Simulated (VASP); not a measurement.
Input of a VASP 6.6.1 run:

File INCAR:

```
PREC = Accurate
ENCUT = 520
EDIFF = 1E-6
ISMEAR = 0
SIGMA = 0.01
LREAL = F
LASPH = T
NELM = 80
ALGO = Normal
ISIF = 2
LWAVE = F
LCHARG = T
LELF = T
LVHAR = T
NBANDS = 29
```

KPOINTS

```
regular mesh
0
Gamma
  6 6 6
```

The input POSCAR:

```
HfPbO3
1.0
    4.0833483563      0.0000000000      0.0000000000
    0.0000000000      4.0833483563      0.0000000000
    0.0000000000      0.0000000000      4.0833483563
Hf Pb O
1 1 3
Direct
    0.5000000000      0.5000000000      0.5000000000
    0.0000000000      0.0000000000      0.0000000000
    0.0000000000      0.5000000000      0.5000000000
    0.5000000000      0.0000000000      0.5000000000
    0.5000000000      0.5000000000      0.0000000000
```

Potentials or basis: VASP PAW LDA potentials, release 64 (Hf_pv, Pb_d, O).

Run with:

```console
$ cat potpaw_LDA.64/Hf_pv/POTCAR potpaw_LDA.64/Pb_d/POTCAR potpaw_LDA.64/O/POTCAR > POTCAR
$ mpirun -np 1 vasp_std > vasp.out
```

(1) Estimate the pressure.

(2) Predict the band gap on the k mesh.

## Answers

(1) -1.1 GPa.

(2) 2.38 eV.

Caveat: spin-orbit coupling is left out, which moves the levels of the heavy elements.
